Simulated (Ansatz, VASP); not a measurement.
# One calculation of SnSe2, two programs

Contents of INCAR:

```
SYSTEM = SnSe2
PREC = Accurate
ENCUT = 520
EDIFF = 1E-7
ISMEAR = 0
SIGMA = 0.05
LREAL = .False.
LASPH = .True.
NELM = 80
ALGO = Normal
ISIF = 2
LWAVE = .False.
LCHARG = .False.
GGA = PS
NBANDS = 20
```

File KPOINTS:

```
Automatic mesh
0
Gamma
  9 9 6
  0 0 0
```

POSCAR

```
SnSe2
1.0
    3.8109987816      0.0000000000      0.0000000000
   -1.9054993908      3.3004217586      0.0000000000
    0.0000000000      0.0000000000      6.1370000000
Sn Se
1 2
Direct
    0.0000000000      0.0000000000      0.0000000000
    0.3446955175      0.6893910351      0.2500000000
    0.6780288509      0.3560577018      0.7500000000
```

Input for Ansatz:

```yaml
crystal:
  lattice:
    - [3.8109987816, 0.0, 0.0]
    - [-1.9054993908, 3.3004217586, 0.0]
    - [0.0, 0.0, 6.137]
  atoms:
    - { symbol: Sn, position: [0.0, 0.0, 0.0] }
    - { symbol: Se, position: [0.3446955175, 0.6893910351, 0.25] }
    - { symbol: Se, position: [0.6780288509, 0.3560577018, 0.75] }
basis:
  ecutwfc: 420
kpoints:
  mp_grid: { grid: [9, 9, 6] }
hamiltonian:
  xc: pbesol
scf:
  occupations: { method: gaussian, width: 0.05 }
output:
  forces: true
  stress: true
  eigenvalues: true
```

Change from the starting cell: all Se atoms moved +0.075 Å, as atom 2 along Cartesian [0 1 0].

Alike in both runs: task single point; functional PBEsol; k mesh 9 × 9 × 6; occupations gaussian, width 0.05 eV; no spin polarisation.

|  | VASP | Ansatz |
| --- | --- | --- |
| version | VASP 6.6.1 | Ansatz 0.2.0 |
| potentials or method | VASP PAW PBE potentials, release 64 (Sn_d, Se), cutoff 520 eV | scalar-relativistic, plane waves, PAW |
| valence electrons in the cell | 26 | 46 |

|  | VASP | Ansatz | Ansatz less VASP |
| --- | --- | --- | --- |
| gap on the k mesh at the Fermi level (eV) | 0.62 | 0.62 | +0.006 |
| least direct gap on the mesh (eV) | 0.99 | 1.00 | +0.009 |
| pressure (GPa) | 2.5 | 2.4 | -0.12 |
| traceless stress, the component that is largest in VASP (GPa) | 1.16 | 1.16 | -0.002 |
| rms of the force components (eV/Å) | 0.339 | 0.330 | -0.0092 |

VASP's potentials were made for PBE, not for PBEsol. Atom by atom the forces differ by 0.010 eV/Å (rms over components). With one functional, cell and mesh, what is left measures potentials, basis and numerics. VASP's potentials hold 26 valence electrons a cell and Ansatz's 46, so a difference there can come from the potentials and not from the codes.
